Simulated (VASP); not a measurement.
# NaI (Fm-3m) in VASP: a series of runs

The runs below take NaI through single point, relaxation of cell and atoms, with PBE+D4, revPBE+D3(BJ), PBE.

Program: VASP 6.6.1. These are calculated values, not measurements. Logs are shortened: lines on timing, memory, paths and dates and some standing lists are left out, and cuts for length are marked.

### Step 1. The cell of the first run

It takes space group Fm-3m (No. 225, cubic). Conventional cell: a = 6.407 Å, b = 6.407 Å, c = 6.407 Å, α = 90.00°, β = 90.00°, γ = 90.00°. Within 4.2 Å of Na (site symmetry m-3m) lie 6 I at 3.20 Å. Within 4.2 Å of I (site symmetry m-3m) lie 6 Na at 3.20 Å.

### Step 2. Single point, PBE+D4

Input file INCAR:

```
SYSTEM = NaI
PREC = Accurate ; ENCUT = 500
EDIFF = 1E-6 ; ISMEAR = 0
SIGMA = 0.01 ; LREAL = .FALSE.
LASPH = .TRUE. ; NELM = 120
ALGO = Normal ; ISIF = 2
LWAVE = .FALSE. ; LCHARG = .FALSE.
GGA = PE ; IVDW = 13
NBANDS = 14 ; GGA_COMPAT = .FALSE.
```

Input file KPOINTS:

```
regular mesh
0
G
  6 6 6
  0 0 0
```

Input file POSCAR:

```
NaI
1.0
    4.5306759568      0.0000000000      0.0000000000
    2.2653379784      3.9236804749      0.0000000000
    2.2653379784      1.3078934916      3.6992814280
Na I
1 1
Direct
    0.0000000000      0.0000000000      0.0000000000
    0.5000000000      0.5000000000      0.5000000000
```

Potentials or basis: VASP PAW PBE potentials, release 64 (Na_pv, I).

Run with:

```
$ cat potpaw_PBE.64/Na_pv/POTCAR potpaw_PBE.64/I/POTCAR > POTCAR
$ mpirun -np 1 vasp_std > vasp.out
```

OUTCAR:

```text
SYSTEM = NaI
   PREC = Accurate
   ENCUT = 500
   EDIFF = 1E-6
   ISMEAR = 0
   LREAL = .FALSE.
   LASPH = .TRUE.
   NELM = 120
   ISIF = 2
   GGA = PE
   IVDW = 13

 ion  position               nearest neighbor table
   1  0.000  0.000  0.000-
   2  0.500  0.500  0.500-

  LATTYP: Found a face centered cubic cell.
 ALAT       =     6.4073433848

  Lattice vectors:

 A1 = (   4.5306759568,   0.0000000000,   0.0000000000)
 A2 = (   2.2653379784,   3.9236804749,   0.0000000000)
 A3 = (   2.2653379784,   1.3078934916,   3.6992814280)

Analysis of symmetry for initial positions (statically):
=====================================================================
 Subroutine PRICEL returns:
 Original cell was already a primitive cell.

 Routine SETGRP: Setting up the symmetry group for a
 face centered cubic supercell.

 Subroutine GETGRP returns: Found 48 space group operations
 (whereof 48 operations were pure point group operations)
 out of a pool of 48 trial point group operations.

The static configuration has the point symmetry O_h .

Analysis of symmetry for dynamics (positions and initial velocities):
=====================================================================
 Subroutine PRICEL returns:
 Original cell was already a primitive cell.

 Routine SETGRP: Setting up the symmetry group for a
 face centered cubic supercell.

 Subroutine GETGRP returns: Found 48 space group operations
 (whereof 48 operations were pure point group operations)
 out of a pool of 48 trial point group operations.

The dynamic configuration has the point symmetry O_h .

 Subroutine INISYM returns: Found 48 space group operations
 (whereof 48 operations are pure point group operations),
 and found     1 'primitive' translations

----------------------------------------------------------------------------------------

                                     Primitive cell

  volume of cell :      65.7618

  direct lattice vectors                    reciprocal lattice vectors
     4.530675957  0.000000000  0.000000000     0.220717617 -0.127431376 -0.090107590
     2.265337978  3.923680475  0.000000000     0.000000000  0.254862751 -0.090107590
     2.265337978  1.307893492  3.699281428     0.000000000  0.000000000  0.270322769

  length of vectors
     4.530675957  4.530675957  4.530675957     0.270322769  0.270322769  0.270322769

  position of ions in fractional coordinates (direct lattice)
     0.000000000  0.000000000  0.000000000
     0.500000000  0.500000000  0.500000000

  ion indices of the primitive-cell ions
   primitive index   ion index
                 1           1
                 2           2

----------------------------------------------------------------------------------------

 KPOINTS: regular mesh

Automatic generation of k-mesh.
 Grid dimensions read from file:
 generate k-points for:    6    6    6

 Generating k-lattice:

  Cartesian coordinates                     Fractional coordinates (reciprocal lattice)
     0.036786269 -0.021238563 -0.015017932     0.166666667  0.000000000  0.000000000
     0.000000000  0.042477125 -0.015017932     0.000000000  0.166666667  0.000000000
     0.000000000  0.000000000  0.045053795     0.000000000  0.000000000  0.166666667

  Length of vectors
     0.045053795  0.045053795  0.045053795

  Shift w.r.t. Gamma in fractional coordinates (k-lattice)
     0.000000000  0.000000000  0.000000000

 Subroutine IBZKPT returns following result:
 ===========================================

 Found     16 irreducible k-points:

 Following reciprocal coordinates:
            Coordinates               Weight
  0.000000  0.000000  0.000000      1.000000
  0.166667  0.000000 -0.000000      8.000000
  0.333333 -0.000000 -0.000000      8.000000
  0.500000  0.000000  0.000000      4.000000
  0.166667  0.166667 -0.000000      6.000000
  0.333333  0.166667  0.000000     24.000000
[... 8 lines left out ...]
 -0.333333  0.333333  0.166667     24.000000
 -0.333333  0.500000  0.166667     12.000000
   k-points           NKPTS =     16   k-points in BZ     NKDIM =     16   number of bands    NBANDS=     14
   number of dos      NEDOS =    301   number of ions     NIONS =      2
   total plane-waves  NPLWV =  46656
   dimension x,y,z NGX =    36 NGY =   36 NGZ =   36
   dimension x,y,z NGXF=    72 NGYF=   72 NGZF=   72
   ions per type =               1   1
   NGX,Y,Z   is equivalent  to a cutoff of  13.21, 13.21, 13.21 a.u.
   NGXF,Y,Z  is equivalent  to a cutoff of  26.42, 26.42, 26.42 a.u.
 SYSTEM =  NaI
   PREC   = accura    normal or accurate (medium, high low for compatibility)
   ISTART =      0    job   : 0-new  1-cont  2-samecut
   ICHARG =      2    charge: 1-file 2-atom 10-const
   ISPIN  =      1    spin polarized calculation?
   LNONCOLLINEAR =      F non collinear calculations
   LSORBIT =      F    spin-orbit coupling
   LASPH  =      T    aspherical Exc in radial PAW
   ENCUT  =  500.0 eV  36.75 Ry    6.06 a.u.   8.26  8.26  8.26*2*pi/ulx,y,z
   NELM   =    120;   NELMIN=  2; NELMDL= -5     # of ELM steps
   EDIFF  = 0.1E-05   stopping-criterion for ELM
   LREAL  =      F    real-space projection
   EDIFFG = 0.1E-04   stopping-criterion for IOM
   NSW    =      0    number of steps for IOM
   IBRION =     -1    ionic relax: 0-MD 1-quasi-New 2-CG
   NFREE  =      0    steps in history (QN), initial steepest desc. (CG)
   ISIF   =      2    stress and relaxation
   ISYM   =      2    0-nonsym 1-usesym 2-fastsym
   POTIM  = 0.5000    time-step for ionic-motion
   TEBEG  =    0.0;   TEEND  =   0.0 temperature during run
   PSTRESS=    0.0 pullay stress
   NELECT =      14.0000    total number of electrons
   NUPDOWN=      -1.0000    fix difference up-down
   EMIN   =  10.00;   EMAX   =-10.00  energy-range for DOS
   EFERMI =   0.00;   METHOD = LEGACY
   ISMEAR =     0;   SIGMA  =   0.01  broadening in eV -4-tet -1-fermi 0-gaus
   EFERMI_NEDOS =   21; number of points for ismear=-14 and -15
   IALGO  =     38    algorithm
   IMIX   =      4    mixing-type and parameters
     AMIX     =   0.40;   BMIX     =  1.00
     AMIX_MAG =   1.60;   BMIX_MAG =  1.00
  volume/ion in A,a.u.               =      32.88       221.89
  Fermi-wavevector in a.u.,A,eV,Ry     =   0.977521  1.847247 13.001015  0.955548
  Thomas-Fermi vector in A             =   2.108225
   LORBIT       =      0    0 simple, 1 ext, 2 COOP (PROOUT), +10 PAW based schemes
   GGA     = PE    functional components
   LHFCALC =     F    Hartree Fock is set to
   AEXX    =    0.0000 exact exchange contribution
   IVDW    =    13    specifies the selected vdW correction
   LEPSILON=     F    determine dielectric tensor
   LRPA    =     F    only Hartree local field effects (RPA)
 non-spin polarized calculation
 Gauss-broadening in eV      SIGMA  =   0.01
  energy-cutoff  :      500.00
  volume of cell :       65.76
 maximum number of plane-waves:      1687
 NGX is ok and might be reduce to    36
   NGX = 17   NGY = 17   NGZ = 17

 number of electron      13.9999998 magnetization

 Free energy of the ion-electron system (eV)
  ---------------------------------------------------
  ext. energy  EPLUGINS =         0.00000000
  ---------------------------------------------------
  free energy    TOTEN  =        -5.37582224 eV

  energy without entropy =       -5.37582224  energy(sigma->0) =       -5.37582224

 E-fermi :   1.0869     XC(G=0):  -7.8284

 val. band max:        1.0227554309   @ k =   0.0000   0.0000   0.0000
 cond. band min:       4.7464924523   @ k =   0.0000   0.0000   0.0000
 fundamental gap:      3.7237370214
 Fermi energy:         1.0869449669

 k-point     1 :       0.0000    0.0000    0.0000
  band No.  band energies     occupation
      1     -21.3831      2.00000
      2     -21.3831      2.00000
      3     -21.3831      2.00000
      4     -10.0755      2.00000
      5       1.0228      2.00000
      6       1.0228      2.00000
      7       1.0228      2.00000
      8       4.7465      0.00000
      9       8.9516      0.00000
     10       8.9516      0.00000
     11       8.9516      0.00000
     12      10.8207      0.00000
     13      10.8207      0.00000
     14      11.4775      0.00000

 k-point     2 :       0.1667    0.0000   -0.0000
  band No.  band energies     occupation
      1     -21.3847      2.00000
      2     -21.3832      2.00000
      3     -21.3832      2.00000
      4      -9.9948      2.00000
      5       0.2522      2.00000
      6       0.9422      2.00000
      7       0.9422      2.00000
      8       5.5737      0.00000
      9       8.4818      0.00000
     10       9.1549      0.00000
     11       9.1549      0.00000
     12      10.3128      0.00000
     13      10.3128      0.00000
     14      11.9379      0.00000

 k-point     3 :       0.3333   -0.0000   -0.0000
  band No.  band energies     occupation
      1     -21.3878      2.00000
      2     -21.3834      2.00000
      3     -21.3834      2.00000
      4      -9.8230      2.00000
      5      -0.8278      2.00000
      6       0.7923      2.00000
      7       0.7923      2.00000
      8       6.1611      0.00000
      9       8.7497      0.00000
     10       8.7497      0.00000
     11       9.1672      0.00000
     12      11.2483      0.00000
     13      11.3680      0.00000
     14      11.3680      0.00000

 k-point     4 :       0.5000    0.0000    0.0000
  band No.  band energies     occupation
      1     -21.3893      2.00000
      2     -21.3835      2.00000
      3     -21.3835      2.00000
      4      -9.7311      2.00000
      5      -1.2681      2.00000
      6       0.7222      2.00000
      7       0.7222      2.00000
      8       6.1233      0.00000
      9       8.4926      0.00000
     10       8.4926      0.00000
     11       9.9799      0.00000
     12      11.4034      0.00000
     13      13.3998      0.00000
     14      13.3998      0.00000

 k-point     5 :       0.1667    0.1667   -0.0000
  band No.  band energies     occupation
      1     -21.3844      2.00000
      2     -21.3836      2.00000
      3     -21.3836      2.00000
      4      -9.9695      2.00000
      5       0.2590      2.00000
      6       0.7976      2.00000
      7       0.7976      2.00000
      8       5.8726      0.00000
      9       7.9292      0.00000
     10       9.1125      0.00000
     11       9.5995      0.00000
[... 140 lines left out ...]
 k-point    14 :       0.5000    0.3333    0.1667
  band No.  band energies     occupation
      1     -21.3873      2.00000
      2     -21.3852      2.00000
      3     -21.3841      2.00000
      4      -9.7196      2.00000
      5      -0.7451      2.00000
      6       0.0554      2.00000
      7       0.4832      2.00000
      8       7.0148      0.00000
      9       7.7588      0.00000
     10       8.0798      0.00000
     11      10.1453      0.00000
     12      11.2223      0.00000
     13      13.3102      0.00000
     14      14.0867      0.00000

 k-point    15 :      -0.3333    0.3333    0.1667
  band No.  band energies     occupation
      1     -21.3875      2.00000
      2     -21.3857      2.00000
      3     -21.3844      2.00000
      4      -9.6618      2.00000
      5      -0.7858      2.00000
      6      -0.2149      2.00000
      7       0.3380      2.00000
      8       7.0980      0.00000
      9       7.7068      0.00000
     10       8.9658      0.00000
     11       9.6031      0.00000
     12      11.5491      0.00000
     13      12.9457      0.00000
     14      14.1002      0.00000

 k-point    16 :      -0.3333    0.5000    0.1667
  band No.  band energies     occupation
      1     -21.3871      2.00000
      2     -21.3857      2.00000
      3     -21.3852      2.00000
      4      -9.6405      2.00000
      5      -0.7362      2.00000
      6      -0.1442      2.00000
      7       0.0847      2.00000
      8       6.4303      0.00000
      9       7.5109      0.00000
     10       9.6832      0.00000
     11       9.7428      0.00000
     12      12.8138      0.00000
     13      13.6349      0.00000
     14      13.8271      0.00000

------------------------ aborting loop because EDIFF is reached ----------------------------------------

  DFT-D4 for vdW energy calculation

  Edisp (eV):   -0.32976

  FORCE on cell =-STRESS in cart. coord.  units (eV):
  Direction    XX          YY          ZZ          XY          YZ          ZX
  --------------------------------------------------------------------------------------
  -------------------------------------------------------------------------------------
  Total       0.01197     0.01197     0.01197    -0.00000    -0.00000     0.00000
  in kB       0.29173     0.29173     0.29173    -0.00000    -0.00000     0.00000
  external pressure =        0.29 kB  Pullay stress =        0.00 kB

 VOLUME and BASIS-vectors are now :
 -----------------------------------------------------------------------------
  energy-cutoff  :      500.00
  volume of cell :       65.76
      direct lattice vectors                 reciprocal lattice vectors
     4.530675957  0.000000000  0.000000000     0.220717617 -0.127431376 -0.090107590
     2.265337978  3.923680475  0.000000000     0.000000000  0.254862751 -0.090107590
     2.265337978  1.307893492  3.699281428     0.000000000  0.000000000  0.270322769

 POSITION                                       TOTAL-FORCE (eV/Angst)
 -----------------------------------------------------------------------------------
      0.00000      0.00000      0.00000        -0.000000     -0.000000      0.000000
      4.53068      2.61579      1.84964         0.000000      0.000000      0.000000
 -----------------------------------------------------------------------------------
    total drift:                                0.000000      0.000000      0.000000

  FREE ENERGIE OF THE ION-ELECTRON SYSTEM (eV)
  ---------------------------------------------------
  free  energy   TOTEN  =        -5.7055853883 eV

  energy  without entropy=       -5.7055853883  energy(sigma->0) =       -5.70558539
```

Wall time 13 s (1 thread of AMD EPYC 7R13 (Zen 3), shared host); peak memory 0.17 GiB.

What came out:

- Free energy: -5.7056 eV
- Pressure: 0.0 GPa
- Band gap on the k mesh: 3.72 eV
- Dispersion energy per atom: -0.165 eV

Caveat: spin-orbit coupling is left out, which moves the levels of the heavy elements.

### Step 3. Single point, revPBE+D3(BJ)

This run uses another cell than the first one, of 31.87 Å³/atom.

Input file INCAR:

```
ALGO = Normal ; EDIFF = 1E-6
ENCUT = 500 ; GGA = RE
GGA_COMPAT = F ; ISIF = 2
ISMEAR = 0 ; IVDW = 12
LASPH = T ; LCHARG = F
LREAL = F ; LWAVE = F
NBANDS = 14 ; NELM = 120
PREC = Accurate ; SIGMA = 0.01
```

Input file KPOINTS:

```
k-points
0
Gamma
  6 6 6
```

Input file POSCAR:

```
NaI
1.0
    4.4836020958      0.0000000000      0.0000000000
    2.2418010479      3.8829133154      0.0000000000
    2.2418010479      1.2943044385      3.6608457815
Na I
1 1
Direct
    0.0000000000      0.0000000000      0.0000000000
    0.5000000000      0.5000000000      0.5000000000
```

Potentials or basis: VASP PAW PBE potentials, release 64 (Na_pv, I).

Run with:

```
$ cat potpaw_PBE.64/Na_pv/POTCAR potpaw_PBE.64/I/POTCAR > POTCAR
$ mpirun -np 1 vasp_std > vasp.out
```

Run time: 16 s. Hardware: 1 thread of AMD EPYC 7R13 (Zen 3), shared host; peak memory 0.18 GiB.

It converged, with:

- Free energy: -6.0008 eV
- Pressure: 0.0 GPa
- Band gap on the k mesh: 4.03 eV
- Dispersion energy per atom: -0.509 eV

Levels at points of the mesh, in eV from the valence-band top:
```tsv
k point	band 4	band 5	band 6	band 7	band 8	band 9	band 10	band 11
(0.00, 0.00, 0.00)	-11.15	0.00	0.00	0.00	4.03	8.01	8.01	8.01
(0.50, 0.00, 0.00)	-10.78	-2.36	-0.32	-0.32	5.26	7.61	7.61	9.41
(0.50, 0.50, 0.00)	-10.69	-2.07	-0.82	-0.82	4.72	5.56	10.45	11.81
```

Caveat: the PAW data sets were made with another functional, which shifts forces and pressure a little; spin-orbit coupling is left out, which moves the levels of the heavy elements. As with any semilocal functional, this revPBE gap is likely too small.

### Step 4. Single point, PBE

This run uses another cell than the first one, of 34.78 Å³/atom.

Input file INCAR:

```
SYSTEM = NaI
PREC     = Accurate       ! precision mode
ENCUT    = 500            ! plane-wave cutoff, eV
EDIFF    = 1E-6           ! SCF threshold, eV
ISMEAR   = 0              ! smearing method
SIGMA    = 0.01           ! smearing width, eV
LREAL    = .FALSE.        ! projectors in reciprocal space
LASPH    = .TRUE.         ! aspherical terms in the spheres
NELM     = 120            ! most SCF steps
ALGO     = Normal         ! electronic algorithm
ISIF     = 2              ! what is computed and relaxed
LWAVE    = .FALSE.        ! write WAVECAR
LCHARG   = .FALSE.        ! write CHGCAR
GGA      = PE             ! functional
NBANDS   = 14             ! bands
GGA_COMPAT= .FALSE.
```

Input file KPOINTS:

```
Automatic mesh
0
G
  6 6 6
  0 0 0
```

Input file POSCAR:

```
NaI
1.0
    4.6161163760      0.0000000000      0.0000000000
    2.3080581880      3.9976740485      0.0000000000
    2.3080581880      1.3325580162      3.7690432382
Na I
1 1
Direct
    0.0000000000      0.0000000000      0.0000000000
    0.5000000000      0.5000000000      0.5000000000
```

Run with:

```
$ cat potpaw_PBE.64/Na_pv/POTCAR potpaw_PBE.64/I/POTCAR > POTCAR
$ mpirun -np 1 vasp_std > vasp.out
```

Run time: 15 s. Hardware: 1 thread of AMD EPYC 7R13 (Zen 3), shared host; peak memory 0.17 GiB.

The run converged. Its results:

```
Free energy            : -5.3874 eV
Pressure               : 0.0 GPa
Band gap on the k mesh : 3.57 eV
```

Levels at points of the mesh, in eV from the valence-band top:
| k point | band 4 | band 5 | band 6 | band 7 | band 8 | band 9 | band 10 | band 11 |
| --- | --- | --- | --- | --- | --- | --- | --- | --- |
| (0.00, 0.00, 0.00) | -10.95 | 0.00 | 0.00 | 0.00 | 3.57 | 7.93 | 7.93 | 7.93 |
| (0.50, 0.00, 0.00) | -10.66 | -2.09 | -0.27 | -0.27 | 5.09 | 7.42 | 7.42 | 8.54 |
| (0.50, 0.50, 0.00) | -10.59 | -1.82 | -0.71 | -0.71 | 4.47 | 5.60 | 9.71 | 11.15 |

Caveat: spin-orbit coupling is left out, which moves the levels of the heavy elements.

(Continued in part 2 of 2.)
